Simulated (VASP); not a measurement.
# CuH3 (Pm-3m) in VASP: relaxation of cell and atoms with PBE

Aim: the relaxation of cell and atoms of CuH3 with PBE.

All numbers are computed with VASP 6.6.1; they aren't measurements. Logs are shortened: lines on timing, memory, paths and dates and some standing lists are left out, and cuts for length are marked.

## Step 1: The cell of the first run

The structure is cubic, space group Pm-3m (No. 221). Conventional cell: a = 3.222 Å, b = 3.222 Å, c = 3.222 Å, α = 90.00°, β = 90.00°, γ = 90.00°. Within 2.1 Å of Cu (site symmetry m-3m) lie 6 H at 1.61 Å. Within 2.1 Å of H (site symmetry 4/mmm) lie 2 Cu at 1.61 Å.

## Step 2: Relaxation of cell and atoms, PBE

Input file INCAR:

```
  PREC = Accurate
  ENCUT = 600
  EDIFF = 1E-6
  ISMEAR = 0
  SIGMA = 0.1
  LREAL = False
  LASPH = True
  NELM = 80
  ALGO = Normal
  ISIF = 3
  LWAVE = False
  LCHARG = False
  GGA = PE
  IBRION = 2
  NSW = 100
  EDIFFG = -0.01
```

Input file KPOINTS:

```
Automatic mesh
0
Gamma
  14 14 14
```

Input file POSCAR:

```
CuH3
1.0
    3.2216501401      0.0000000000      0.0000000000
    0.0000000000      3.2216501401      0.0000000000
    0.0000000000      0.0000000000      3.2216501401
Cu H
1 3
Direct
    0.5000000000      0.5000000000      0.5000000000
    0.5000000000      0.5000000000      0.0000000000
    0.5000000000      0.0000000000      0.5000000000
    0.0000000000      0.5000000000      0.5000000000
```

Potentials or basis: VASP PAW PBE potentials, release 64 (Cu, H).

On the command line:

```sh
> cat potpaw_PBE.64/Cu/POTCAR potpaw_PBE.64/H/POTCAR > POTCAR
> mpirun -np 1 vasp_std > vasp.out
```

OUTCAR:

```text
PREC = Accurate
   ENCUT = 600
   EDIFF = 1E-6
   ISMEAR = 0
   LREAL = False
   LASPH = True
   NELM = 80
   ISIF = 3
   GGA = PE
   IBRION = 2
   NSW = 100
   EDIFFG = -0.01

 ion  position               nearest neighbor table
   1  0.500  0.500  0.500-   2 1.61   3 1.61   4 1.61   2 1.61   3 1.61   4 1.61
   2  0.500  0.500  0.000-   1 1.61   1 1.61
   3  0.500  0.000  0.500-   1 1.61   1 1.61
   4  0.000  0.500  0.500-   1 1.61   1 1.61

  LATTYP: Found a simple cubic cell.
 ALAT       =     3.2216501401

  Lattice vectors:

 A1 = (   3.2216501401,   0.0000000000,   0.0000000000)
 A2 = (   0.0000000000,   3.2216501401,   0.0000000000)
 A3 = (   0.0000000000,   0.0000000000,   3.2216501401)

Analysis of symmetry for initial positions (statically):
=====================================================================
 Subroutine PRICEL returns:
 Original cell was already a primitive cell.

 Routine SETGRP: Setting up the symmetry group for a
 simple cubic supercell.

 Subroutine GETGRP returns: Found 48 space group operations
 (whereof 48 operations were pure point group operations)
 out of a pool of 48 trial point group operations.

The static configuration has the point symmetry O_h .

Analysis of symmetry for dynamics (positions and initial velocities):
=====================================================================
 Subroutine PRICEL returns:
 Original cell was already a primitive cell.

 Routine SETGRP: Setting up the symmetry group for a
 simple cubic supercell.

 Subroutine GETGRP returns: Found 48 space group operations
 (whereof 48 operations were pure point group operations)
 out of a pool of 48 trial point group operations.

The dynamic configuration has the point symmetry O_h .

 Subroutine INISYM returns: Found 48 space group operations
 (whereof 48 operations are pure point group operations),
 and found     1 'primitive' translations

----------------------------------------------------------------------------------------

                                     Primitive cell

  volume of cell :      33.4376

  direct lattice vectors                    reciprocal lattice vectors
[... 159 lines left out ...]
     0.000000000  3.221650140  0.000000000     0.000000000  0.310399937  0.000000000
     0.000000000  0.000000000  3.221650140     0.000000000  0.000000000  0.310399937

 POSITION                                       TOTAL-FORCE (eV/Angst)
 -----------------------------------------------------------------------------------
      1.61083      1.61083      1.61083         0.000000      0.000000      0.000000
      1.61083      1.61083      0.00000         0.000000      0.000000      0.000000
      1.61083      0.00000      1.61083         0.000000      0.000000      0.000000
      0.00000      1.61083      1.61083         0.000000      0.000000      0.000000
 -----------------------------------------------------------------------------------
    total drift:                                0.000000      0.000000      0.000000

  FREE ENERGIE OF THE ION-ELECTRON SYSTEM (eV)
  ---------------------------------------------------
  free  energy   TOTEN  =       -12.1807048849 eV

  energy  without entropy=      -12.1733825793  energy(sigma->0) =      -12.17704373

--------------------------------------- Ionic step        2  -------------------------------------------

 number of electron      14.0000014 magnetization

 Free energy of the ion-electron system (eV)
  ---------------------------------------------------
  ext. energy  EPLUGINS =         0.00000000
  ---------------------------------------------------
  free energy    TOTEN  =       -12.18080410 eV

  energy without entropy =      -12.17346650  energy(sigma->0) =      -12.17713530

 E-fermi :   0.6270     XC(G=0):  -9.0096

 val. band max:        0.6214335208   @ k =   0.2857   0.2143   0.0000
 cond. band min:       0.6363176279   @ k =   0.2857   0.0714   0.0714
 fundamental gap:      0.0148841071
 Fermi energy:         0.6270309238

 k-point     1 :       0.0000    0.0000    0.0000
  band No.  band energies     occupation
      1      -8.2098      2.00000
      2      -5.0307      2.00000
      3      -5.0307      2.00000
      4      -2.5298      2.00000
      5      -2.5298      2.00000
      6      -2.5298      2.00000
      7       5.1237      0.00000
      8       5.1237      0.00000
      9       8.7359      0.00000
     10       8.7359      0.00000
     11       8.7359      0.00000
[... 309 lines left out ...]
 k-point    24 :       0.3571    0.2143    0.0000
  band No.  band energies     occupation
      1      -6.4036      2.00000
      2      -4.7176      2.00000
      3      -4.1428      2.00000
      4      -2.7919      2.00000
      5      -2.6693      2.00000
      6      -2.5868      2.00000
      7      -0.5109      2.00000
      8       3.0165      0.00000
      9       8.7223      0.00000
     10      11.0081      0.00000
     11      11.9006      0.00000

 [... further k-points ...]

------------------------ aborting loop because EDIFF is reached ----------------------------------------

  FORCE on cell =-STRESS in cart. coord.  units (eV):
  Direction    XX          YY          ZZ          XY          YZ          ZX
  --------------------------------------------------------------------------------------
  -------------------------------------------------------------------------------------
  Total        0.0290077      0.0290077      0.0290077     -0.0000000     -0.0000000      0.0000000
  in kB        1.3867292      1.3867292      1.3867292     -0.0000000     -0.0000000      0.0000000
  external PRESSURE =       1.3867292 kB  Pullay stress =       0.0000000 kB

 VOLUME and BASIS-vectors are now :
 -----------------------------------------------------------------------------
  energy-cutoff  :      600.00
  volume of cell :       33.51
      direct lattice vectors                 reciprocal lattice vectors
     3.224117945 -0.000000000 -0.000000000     0.310162351 -0.000000000  0.000000000
     0.000000000  3.224117945  0.000000000     0.000000000  0.310162351  0.000000000
    -0.000000000 -0.000000000  3.224117945     0.000000000 -0.000000000  0.310162351

 POSITION                                       TOTAL-FORCE (eV/Angst)
 -----------------------------------------------------------------------------------
      1.61206      1.61206      1.61206         0.000000     -0.000000      0.000000
      1.61206      1.61206      0.00000        -0.000000      0.000000      0.000000
      1.61206     -0.00000      1.61206        -0.000000      0.000000      0.000000
     -0.00000      1.61206      1.61206        -0.000000      0.000000      0.000000
 -----------------------------------------------------------------------------------
    total drift:                                0.000000      0.000000      0.000000

  FREE ENERGIE OF THE ION-ELECTRON SYSTEM (eV)
  ---------------------------------------------------
  free  energy   TOTEN  =       -12.1808040990 eV

  energy  without entropy=      -12.1734664975  energy(sigma->0) =      -12.17713530

 reached required accuracy - stopping structural energy minimisation
```

Wall time 29 s (1 thread of Intel Xeon 6975P-C (Granite Rapids), shared host); peak memory 0.2 GiB.

What came out:

```
Free energy                           : -12.1808 eV
Relaxed volume                        : 8.38 Å³/atom
Relaxed cell                          : a = 3.224 Å, b = 3.224 Å, c = 3.224 Å, α = 90.00°, β = 90.00°, γ = 90.00°
Space group after relaxing (to 0.1 Å) : Pm-3m (No. 221)
Energy gained by relaxing             : 0.0 meV/atom
Ionic steps                           : 2
Pressure after relaxing               : 0.1 GPa
Band gap on the k mesh                : zero (bands 7 and 8 overlap by 6.91 eV)
```

Final structure:
```xyz
4
Lattice="3.2241 0.0000 0.0000 0.0000 3.2241 0.0000 0.0000 0.0000 3.2241" Properties=species:S:1:pos:R:3 pbc="T T T"
Cu    1.6121    1.6121    1.6121
H     1.6121    1.6121    0.0000
H     1.6121    0.0000    1.6121
H     0.0000    1.6121    1.6121
```
